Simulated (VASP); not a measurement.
# Cl (Pm-3m) in VASP: notebook

Runs on Cl. Level: PBE. Tasks: density of states.

Everything below comes from runs of VASP 6.6.1. Logs are shortened: lines on timing, memory, paths and dates and some standing lists are left out, and cuts for length are marked.

## Step 1: The cell of the first run

Symmetry: Pm-3m, No. 221, cubic system. Conventional cell: a = 2.867 Å, b = 2.867 Å, c = 2.867 Å, α = 90.00°, β = 90.00°, γ = 90.00°. Cl (site symmetry m-3m) has 6 Cl at 2.87 Å within 3.8 Å.

## Step 2: Density of states, PBE

POSCAR

```
Cl
1.0
    2.8668937802      0.0000000000      0.0000000000
    0.0000000000      2.8668937802      0.0000000000
    0.0000000000      0.0000000000      2.8668937802
Cl
1
Direct
    0.0000000000      0.0000000000      0.0000000000
```

INCAR.step1

```
SYSTEM = Cl
PREC     = Accurate       ! precision mode
ENCUT    = 520            ! plane-wave cutoff, eV
EDIFF    = 1E-6           ! SCF threshold, eV
ISMEAR   = -1             ! smearing method
SIGMA    = 0.1            ! smearing width, eV
LREAL    = .False.        ! projectors in reciprocal space
LASPH    = .True.         ! aspherical terms in the spheres
NELM     = 100            ! most SCF steps
ALGO     = Normal         ! electronic algorithm
ISIF     = 2              ! what is computed and relaxed
LWAVE    = .False.        ! write WAVECAR
LCHARG   = .True.         ! write CHGCAR
GGA      = PE             ! functional
NBANDS   = 10             ! bands
```

KPOINTS.step1

```
Automatic mesh
0
Gamma
  15 15 15
  0 0 0
```

INCAR.step2

```
SYSTEM = Cl
PREC     = Accurate       ! precision mode
ENCUT    = 520            ! plane-wave cutoff, eV
EDIFF    = 1E-6           ! SCF threshold, eV
ISMEAR   = -5             ! smearing method
SIGMA    = 0.1            ! smearing width, eV
LREAL    = .False.        ! projectors in reciprocal space
LASPH    = .True.         ! aspherical terms in the spheres
NELM     = 100            ! most SCF steps
ALGO     = Normal         ! electronic algorithm
ISIF     = 2              ! what is computed and relaxed
LWAVE    = .False.        ! write WAVECAR
LCHARG   = .False.        ! write CHGCAR
GGA      = PE             ! functional
LORBIT   = 10             ! projections on sites
NBANDS   = 10             ! bands
NEDOS    = 1001           ! points of the DOS
ICHARG   = 11             ! starting density
```

KPOINTS.step2

```
Automatic mesh
0
Gamma
  23 23 23
  0 0 0
```

Potentials or basis: VASP PAW PBE potentials, release 64 (Cl).

Launch:

```sh
$ cat potpaw_PBE.64/Cl/POTCAR > POTCAR
$ cp INCAR.step1 INCAR
$ cp KPOINTS.step1 KPOINTS
$ mpirun -np 1 vasp_std > vasp.out
$ cp INCAR.step2 INCAR
$ cp KPOINTS.step2 KPOINTS
$ mpirun -np 1 vasp_std > vasp.out
```

OUTCAR:

```text
SYSTEM = Cl
   PREC = Accurate
   ENCUT = 520
   EDIFF = 1E-6
   ISMEAR = -5
   LREAL = .False.
   LASPH = .True.
   NELM = 100
   ISIF = 2
   GGA = PE
   LORBIT = 10
   ICHARG = 11

 ion  position               nearest neighbor table
   1  0.000  0.000  0.000-

  LATTYP: Found a simple cubic cell.
 ALAT       =     2.8668937802

  Lattice vectors:

 A1 = (   2.8668937802,   0.0000000000,   0.0000000000)
 A2 = (   0.0000000000,   2.8668937802,   0.0000000000)
 A3 = (   0.0000000000,   0.0000000000,   2.8668937802)

Analysis of symmetry for initial positions (statically):
=====================================================================
 Subroutine PRICEL returns:
 Original cell was already a primitive cell.

 Routine SETGRP: Setting up the symmetry group for a
 simple cubic supercell.

 Subroutine GETGRP returns: Found 48 space group operations
 (whereof 48 operations were pure point group operations)
 out of a pool of 48 trial point group operations.

The static configuration has the point symmetry O_h .

Analysis of symmetry for dynamics (positions and initial velocities):
=====================================================================
 Subroutine PRICEL returns:
 Original cell was already a primitive cell.

 Routine SETGRP: Setting up the symmetry group for a
 simple cubic supercell.

 Subroutine GETGRP returns: Found 48 space group operations
 (whereof 48 operations were pure point group operations)
 out of a pool of 48 trial point group operations.

The dynamic configuration has the point symmetry O_h .

 Subroutine INISYM returns: Found 48 space group operations
 (whereof 48 operations are pure point group operations),
 and found     1 'primitive' translations

----------------------------------------------------------------------------------------

                                     Primitive cell

  volume of cell :      23.5632

  direct lattice vectors                    reciprocal lattice vectors
     2.866893780  0.000000000  0.000000000     0.348809575  0.000000000  0.000000000
     0.000000000  2.866893780  0.000000000     0.000000000  0.348809575  0.000000000
     0.000000000  0.000000000  2.866893780     0.000000000  0.000000000  0.348809575

  length of vectors
     2.866893780  2.866893780  2.866893780     0.348809575  0.348809575  0.348809575

  position of ions in fractional coordinates (direct lattice)
     0.000000000  0.000000000  0.000000000

  ion indices of the primitive-cell ions
   primitive index   ion index
                 1           1

----------------------------------------------------------------------------------------

 KPOINTS: Automatic mesh

Automatic generation of k-mesh.
 Grid dimensions read from file:
 generate k-points for:   23   23   23

 Generating k-lattice:

  Cartesian coordinates                     Fractional coordinates (reciprocal lattice)
     0.015165634  0.000000000  0.000000000     0.043478261  0.000000000  0.000000000
     0.000000000  0.015165634  0.000000000     0.000000000  0.043478261  0.000000000
     0.000000000  0.000000000  0.015165634     0.000000000  0.000000000  0.043478261

  Length of vectors
     0.015165634  0.015165634  0.015165634

  Shift w.r.t. Gamma in fractional coordinates (k-lattice)
     0.000000000  0.000000000  0.000000000

 TETIRR: Found   6051 inequivalent tetrahedra from    73002

 Subroutine IBZKPT returns following result:
 ===========================================

 Found    364 irreducible k-points:

 Following reciprocal coordinates:
            Coordinates               Weight
  0.000000  0.000000  0.000000      1.000000
  0.043478  0.000000  0.000000      6.000000
  0.086957  0.000000  0.000000      6.000000
  0.130435  0.000000  0.000000      6.000000
  0.173913  0.000000  0.000000      6.000000
  0.217391  0.000000  0.000000      6.000000
[... 16 lines left out ...]
  0.478261  0.043478  0.000000     24.000000
  0.086957  0.086957  0.000000     12.000000
 [... further k-points ...]
   k-points           NKPTS =    364   k-points in BZ     NKDIM =    364   number of bands    NBANDS=     10
   number of dos      NEDOS =   1001   number of ions     NIONS =      1
   total plane-waves  NPLWV =  13824
   dimension x,y,z NGX =    24 NGY =   24 NGZ =   24
   dimension x,y,z NGXF=    48 NGYF=   48 NGZF=   48
   ions per type =               1
   NGX,Y,Z   is equivalent  to a cutoff of  13.92, 13.92, 13.92 a.u.
   NGXF,Y,Z  is equivalent  to a cutoff of  27.83, 27.83, 27.83 a.u.
 SYSTEM =  Cl
   PREC   = accura    normal or accurate (medium, high low for compatibility)
   ISTART =      0    job   : 0-new  1-cont  2-samecut
   ICHARG =     11    charge: 1-file 2-atom 10-const
   ISPIN  =      1    spin polarized calculation?
   LNONCOLLINEAR =      F non collinear calculations
   LSORBIT =      F    spin-orbit coupling
   LASPH  =      T    aspherical Exc in radial PAW
   ENCUT  =  520.0 eV  38.22 Ry    6.18 a.u.   5.33  5.33  5.33*2*pi/ulx,y,z
   NELM   =    100;   NELMIN=  2; NELMDL=  0     # of ELM steps
   EDIFF  = 0.1E-05   stopping-criterion for ELM
   LREAL  =      F    real-space projection
   EDIFFG = 0.1E-04   stopping-criterion for IOM
   NSW    =      0    number of steps for IOM
   IBRION =     -1    ionic relax: 0-MD 1-quasi-New 2-CG
   NFREE  =      0    steps in history (QN), initial steepest desc. (CG)
   ISIF   =      2    stress and relaxation
   ISYM   =      2    0-nonsym 1-usesym 2-fastsym
   POTIM  = 0.5000    time-step for ionic-motion
   TEBEG  =    0.0;   TEEND  =   0.0 temperature during run
   PSTRESS=    0.0 pullay stress
   NELECT =       7.0000    total number of electrons
   NUPDOWN=      -1.0000    fix difference up-down
   EMIN   =  10.00;   EMAX   =-10.00  energy-range for DOS
   EFERMI =   0.00;   METHOD = LEGACY
   ISMEAR =    -5;   SIGMA  =   0.10  broadening in eV -4-tet -1-fermi 0-gaus
   EFERMI_NEDOS =   21; number of points for ismear=-14 and -15
   IALGO  =     38    algorithm
   IMIX   =      4    mixing-type and parameters
     AMIX     =   0.40;   BMIX     =  1.00
     AMIX_MAG =   1.60;   BMIX_MAG =  1.00
  volume/ion in A,a.u.               =      23.56       159.01
  Fermi-wavevector in a.u.,A,eV,Ry     =   1.092352  2.064246 16.234917  1.193233
  Thomas-Fermi vector in A             =   2.228616
   LORBIT       =     10    0 simple, 1 ext, 2 COOP (PROOUT), +10 PAW based schemes
   GGA     = PE    functional components
   LHFCALC =     F    Hartree Fock is set to
   AEXX    =    0.0000 exact exchange contribution
   IVDW    =     0    specifies the selected vdW correction
   LEPSILON=     F    determine dielectric tensor
   LRPA    =     F    only Hartree local field effects (RPA)
 non-spin polarized calculation
 Fermi weights with tetrahedron method with Bloechl corrections
  energy-cutoff  :      520.00
  volume of cell :       23.56
 maximum number of plane-waves:       655
 NGX is ok and might be reduce to    24

 number of electron       7.0000001 magnetization

 Free energy of the ion-electron system (eV)
  ---------------------------------------------------
  ext. energy  EPLUGINS =         0.00000000
  ---------------------------------------------------
  free energy    TOTEN  =        -1.17147360 eV

  energy without entropy =       -1.17147360  energy(sigma->0) =       -1.17147360

 E-fermi :   1.2939     XC(G=0):  -8.8640

 val. band max:        1.3434583246   @ k =   0.4348   0.0870   0.0870
 cond. band min:       1.2558754230   @ k =   0.3478   0.0870   0.0870
 fundamental gap:     -0.0875829016
 Fermi energy:         1.2939100711

 k-point     1 :       0.0000    0.0000    0.0000
  band No.  band energies     occupation
      1     -14.3900      2.00000
      2       1.1752      2.00000
      3       1.1752      2.00000
      4       1.1752      2.00000
      5       9.4937      0.00000
      6      11.6054      0.00000
      7      11.6054      0.00000
      8      21.9432      0.00000
      9      21.9432      0.00000
     10      21.9433      0.00000

 k-point     2 :       0.0435    0.0000    0.0000
  band No.  band energies     occupation
      1     -14.3734      2.00000
      2       1.0433      2.00000
      3       1.1852      2.00000
      4       1.1852      2.00000
      5       9.5735      0.00000
      6      11.6273      0.00000
      7      11.7283      0.00000
      8      21.7080      0.00000
      9      21.7081      0.00000
     10      21.9550      0.00000

 k-point     3 :       0.0870    0.0000    0.0000
  band No.  band energies     occupation
      1     -14.3242      2.00000
      2       0.6784      2.00000
      3       1.2145      2.00000
      4       1.2145      2.00000
      5       9.7782      0.00000
      6      11.6922      0.00000
      7      12.0960      0.00000
      8      21.1344      0.00000
      9      21.1344      0.00000
     10      21.9893      0.00000

 k-point     4 :       0.1304    0.0000    0.0000
  band No.  band energies     occupation
      1     -14.2444      2.00000
      2       0.1512      2.00000
      3       1.2616      1.98487
      4       1.2616      1.97433
      5      10.0456      0.00000
      6      11.7979      0.00000
      7      12.6848      0.00000
      8      20.4181      0.00000
      9      20.4181      0.00000
     10      22.0447      0.00000
[... 222 lines left out ...]
 k-point    22 :       0.4348    0.0435    0.0000
  band No.  band energies     occupation
      1     -13.3484      2.00000
      2      -3.4709      2.00000
      3       1.6287     -0.03191
      4       1.7474      0.00000
      5      12.7015      0.00000
      6      13.1393      0.00000
      7      14.5757      0.00000
      8      16.6300      0.00000
      9      16.7964      0.00000
     10      22.4681      0.00000

 k-point    23 :       0.4783    0.0435    0.0000
  band No.  band energies     occupation
      1     -13.2999      2.00000
      2      -3.6138      2.00000
      3       1.6535      0.00000
      4       1.7712      0.00000
      5      13.0057      0.00000
      6      13.2296      0.00000
      7      14.2784      0.00000
      8      16.5018      0.00000
      9      16.6762      0.00000
     10      22.4602      0.00000

 k-point    24 :       0.0870    0.0870    0.0000
  band No.  band energies     occupation
      1     -14.2585      2.00000
      2       0.6855      2.00000
      3       0.7604      2.00000
      4       1.2536      1.99298
      5      10.0705      0.00000
      6      11.9937      0.00000
      7      12.3446      0.00000
      8      20.3138      0.00000
      9      20.9551      0.00000
     10      21.4738      0.00000

 [... further k-points ...]
[... 5 lines left out ...]
  --------------------------------------------------------------------------------------
  -------------------------------------------------------------------------------------
  Total       -0.0774094     -0.0774094     -0.0774094     -0.0000000     -0.0000000      0.0000000
  in kB       -5.2634403     -5.2634403     -5.2634403     -0.0000000     -0.0000000      0.0000000
  external PRESSURE =      -5.2634403 kB  Pullay stress =       0.0000000 kB

 VOLUME and BASIS-vectors are now :
 -----------------------------------------------------------------------------
  energy-cutoff  :      520.00
  volume of cell :       23.56
      direct lattice vectors                 reciprocal lattice vectors
     2.866893780  0.000000000  0.000000000     0.348809575  0.000000000  0.000000000
     0.000000000  2.866893780  0.000000000     0.000000000  0.348809575  0.000000000
     0.000000000  0.000000000  2.866893780     0.000000000  0.000000000  0.348809575

 POSITION                                       TOTAL-FORCE (eV/Angst)
 -----------------------------------------------------------------------------------
      0.00000      0.00000      0.00000         0.000000      0.000000      0.000000
 -----------------------------------------------------------------------------------
    total drift:                               -0.000000      0.000000      0.000000

  FREE ENERGIE OF THE ION-ELECTRON SYSTEM (eV)
  ---------------------------------------------------
  free  energy   TOTEN  =        -1.1714735995 eV

  energy  without entropy=       -1.1714735995  energy(sigma->0) =       -1.17147360

 total charge

# of ion       s       p       d       tot
------------------------------------------
    1        1.645   3.252   0.000   4.897
```

It took 36 s on 1 thread of AMD EPYC 7R13 (Zen 3), shared host; peak memory 0.15 GiB.

What came out:

| Property | Result |
| --- | --- |
| Valence electrons inside the program's atomic spheres | Cl 4.90 |

Caveat: an odd number of electrons without spin polarisation forces a metal; a magnetic or distorted state may lie lower; tetrahedron occupations give inexact forces and stress in metals.

## Step 3: Density of states, PBE (volume scaled by 0.4)

POSCAR

```
Cl
1.0
    2.1123453979      0.0000000000      0.0000000000
    0.0000000000      2.1123453979      0.0000000000
    0.0000000000      0.0000000000      2.1123453979
Cl
1
Direct
    0.0000000000      0.0000000000      0.0000000000
```

INCAR.step1

```
SYSTEM = Cl
PREC = Accurate
ENCUT = 520
EDIFF = 1E-6
ISMEAR = -1
SIGMA = 0.1
LREAL = .FALSE.
LASPH = .TRUE.
NELM = 80
ALGO = Normal
ISIF = 2
LWAVE = .FALSE.
LCHARG = .TRUE.
GGA = PE
NBANDS = 10
```

KPOINTS.step1

```
Automatic mesh
0
G
  15 15 15
  0 0 0
```

INCAR.step2

```
SYSTEM = Cl
PREC = Accurate
ENCUT = 520
EDIFF = 1E-6
ISMEAR = -5
SIGMA = 0.1
LREAL = .FALSE.
LASPH = .TRUE.
NELM = 80
ALGO = Normal
ISIF = 2
LWAVE = .FALSE.
LCHARG = .FALSE.
GGA = PE
LORBIT = 11
NBANDS = 10
NEDOS = 2001
ICHARG = 11
```

KPOINTS.step2

```
Automatic mesh
0
G
  23 23 23
  0 0 0
```

Potentials or basis: VASP PAW PBE potentials, release 64 (Cl).

Launch:

```sh
$ cat potpaw_PBE.64/Cl/POTCAR > POTCAR
$ cp INCAR.step1 INCAR
$ cp KPOINTS.step1 KPOINTS
$ mpirun -np 1 vasp_std > vasp.out
$ cp INCAR.step2 INCAR
$ cp KPOINTS.step2 KPOINTS
$ mpirun -np 1 vasp_std > vasp.out
```

Run time: 33 s. Hardware: 1 thread of AMD EPYC 7R13, shared host; peak memory 0.11 GiB.

The run converged. Its results:

```
Valence electrons inside the program's atomic spheres : Cl 5.13
```

Levels at points of the mesh, in eV from the Fermi level:
```
           k point  band 1  band 2  band 3  band 4  band 5  band 6  band 7  band 8  band 9
(0.00, 0.00, 0.00)  -27.56   -0.40   -0.40   -0.40    4.62    4.62   13.46   27.57   27.57
```

Caveat: an odd number of electrons without spin polarisation forces a metal; a magnetic or distorted state may lie lower; tetrahedron occupations give inexact forces and stress in metals.

## Step 4: Density of states, PBE (volume scaled by 0.4)

POSCAR is that of step 3.

INCAR.step1

```
ALGO = Normal
EDIFF = 1E-7
ENCUT = 520
GGA = PE
ISIF = 2
ISMEAR = -1
LASPH = T
LCHARG = T
LREAL = F
LWAVE = F
NBANDS = 10
NELM = 80
PREC = Accurate
SIGMA = 0.1
```

KPOINTS.step1

```
k-points
0
Gamma
  15 15 15
```

INCAR.step2

```
ALGO = Normal
EDIFF = 1E-7
ENCUT = 520
GGA = PE
ICHARG = 11
ISIF = 2
ISMEAR = -5
LASPH = T
LCHARG = F
LORBIT = 10
LREAL = F
LWAVE = F
NEDOS = 2001
NELM = 80
PREC = Accurate
SIGMA = 0.1
```

KPOINTS.step2

```
k-points
0
Gamma
  23 23 23
```

Launch:

```sh
$ cat potpaw_PBE.64/Cl/POTCAR > POTCAR
$ cp INCAR.step1 INCAR
$ cp KPOINTS.step1 KPOINTS
$ mpirun -np 1 vasp_std > vasp.out
$ cp INCAR.step2 INCAR
$ cp KPOINTS.step2 KPOINTS
$ mpirun -np 1 vasp_std > vasp.out
```

It took 25 s on 1 thread of AMD EPYC 7R13, shared host; peak memory 0.1 GiB.

It converged, with:

```
Valence electrons inside the program's atomic spheres : Cl 5.13
```

Levels at points of the mesh, in eV from the Fermi level:
```tsv
k point	band 1	band 2	band 3	band 4	band 5	band 6	band 7
(0.00, 0.00, 0.00)	-27.56	-0.40	-0.40	-0.40	4.62	4.62	13.46
```

Caveat: an odd number of electrons without spin polarisation forces a metal; a magnetic or distorted state may lie lower; tetrahedron occupations give inexact forces and stress in metals.

## Step 5: Density of states, PBE (volume scaled by 0.45)

POSCAR

```
Cl
1.0
    2.1969277455      0.0000000000      0.0000000000
    0.0000000000      2.1969277455      0.0000000000
    0.0000000000      0.0000000000      2.1969277455
Cl
1
Direct
    0.0000000000      0.0000000000      0.0000000000
```

INCAR.step1

```
SYSTEM = Cl
  PREC = Accurate
  ENCUT = 520
  EDIFF = 1E-7
  ISMEAR = -1
  SIGMA = 0.1
  LREAL = .FALSE.
  LASPH = .TRUE.
  NELM = 100
  ALGO = Normal
  ISIF = 2
  LWAVE = .FALSE.
  LCHARG = .TRUE.
  GGA = PE
  NBANDS = 10
```

KPOINTS.step1

```
Automatic mesh
0
G
  15 15 15
  0 0 0
```

INCAR.step2

```
SYSTEM = Cl
  PREC = Accurate
  ENCUT = 520
  EDIFF = 1E-7
  ISMEAR = -5
  SIGMA = 0.1
  LREAL = .FALSE.
  LASPH = .TRUE.
  NELM = 100
  ALGO = Normal
  ISIF = 2
  LWAVE = .FALSE.
  LCHARG = .FALSE.
  GGA = PE
  LORBIT = 11
  NBANDS = 10
  NEDOS = 2001
  ICHARG = 11
```

KPOINTS.step2

```
Automatic mesh
0
G
  23 23 23
  0 0 0
```

Launch:

```sh
$ cat potpaw_PBE.64/Cl/POTCAR > POTCAR
$ cp INCAR.step1 INCAR
$ cp KPOINTS.step1 KPOINTS
$ mpirun -np 1 vasp_std > vasp.out
$ cp INCAR.step2 INCAR
$ cp KPOINTS.step2 KPOINTS
$ mpirun -np 1 vasp_std > vasp.out
```

Wall time 30 s (1 thread of AMD EPYC 7R13, shared host); peak memory 0.11 GiB.

It converged, with:

| Quantity | Value |
| --- | --- |
| Valence electrons inside the program's atomic spheres | Cl 5.14 |

Levels at points of the mesh, in eV from the Fermi level:
```tsv
k point	band 1	band 2	band 3	band 4	band 5	band 6	band 7	band 8
(0.00, 0.00, 0.00)	-25.51	-0.54	-0.54	-0.54	5.47	5.47	12.24	26.13
```

Caveat: an odd number of electrons without spin polarisation forces a metal; a magnetic or distorted state may lie lower; tetrahedron occupations give inexact forces and stress in metals.
